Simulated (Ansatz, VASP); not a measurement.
**One calculation of Si, two programs**

INCAR

```
ALGO = Normal
DIPOL = 0.5 0.5 0.500
EDIFF = 1E-6
ENCUT = 520
IDIPOL = 3
ISIF = 2
ISMEAR = -1
LASPH = True
LCHARG = True
LDIPOL = True
LELF = True
LREAL = False
LVACPOTAV = True
LVHAR = True
LWAVE = False
NBANDS = 21
NELM = 60
PREC = Accurate
SIGMA = 0.02
```

Contents of KPOINTS:

```
k-points
0
Gamma
  7 5 1
```

The input POSCAR:

```
Si
1.0
    3.8197434381      0.0000000000      0.0000000000
    0.0000000000      5.4019329750      0.0000000000
    0.0000000000      0.0000000000     19.8197000000
Si
6
Direct
    0.7500000000      0.1250000000      0.4036377080
    0.2500000000      0.8750000000      0.4036377080
    0.2500000000      0.6250000000      0.5000000000
    0.7500000000      0.3750000000      0.5000000000
    0.7500000000      0.1250000000      0.5963622920
    0.2500000000      0.8750000000      0.5963622920
```

Input for Ansatz:

```yaml
crystal:
  lattice:
    - [3.8197434381, 0.0, 0.0]
    - [0.0, 5.401932975, 0.0]
    - [0.0, 0.0, 19.8197]
  atoms:
    - { symbol: Si, position: [0.75, 0.125, 0.403637708] }
    - { symbol: Si, position: [0.25, 0.875, 0.403637708] }
    - { symbol: Si, position: [0.25, 0.625, 0.5] }
    - { symbol: Si, position: [0.75, 0.375, 0.5] }
    - { symbol: Si, position: [0.75, 0.125, 0.596362292] }
    - { symbol: Si, position: [0.25, 0.875, 0.596362292] }
kpoints:
  mp_grid: { grid: [7, 5, 1] }
scf:
  occupations: { method: fermi_dirac, width: 0.02 }
hamiltonian:
  xc: lda
  pseudopotentials: { kind: paw }
output:
  forces: true
  stress: true
  eigenvalues: true
  populations: true
efield:
  axis: 3
  amplitude: 0
  dipole_correction: true
```

Alike in both runs: task single point; functional LDA; k mesh 7 × 5 × 1; occupations fermi-dirac, width 0.02 eV; no spin polarisation.

|  | VASP | Ansatz |
| --- | --- | --- |
| version | VASP 6.6.1 | Ansatz 0.2.0 |
| potentials or method | VASP PAW LDA potentials, release 64 (Si) | PAW with Ansatz's default frozen-core files, scalar-relativistic |
| plane-wave cutoff (eV) | 520 | 420 |
| valence electrons in the cell | 24 | 24 |

```csv
,VASP,Ansatz,Ansatz less VASP
rms of the force components (eV/Å),0.292,0.292,-0.0005
```

LDA's correlation is that of Perdew and Zunger in VASP and of Perdew and Wang (1992) in Ansatz. Atom by atom the forces differ by 0.002 eV/Å (rms over components).
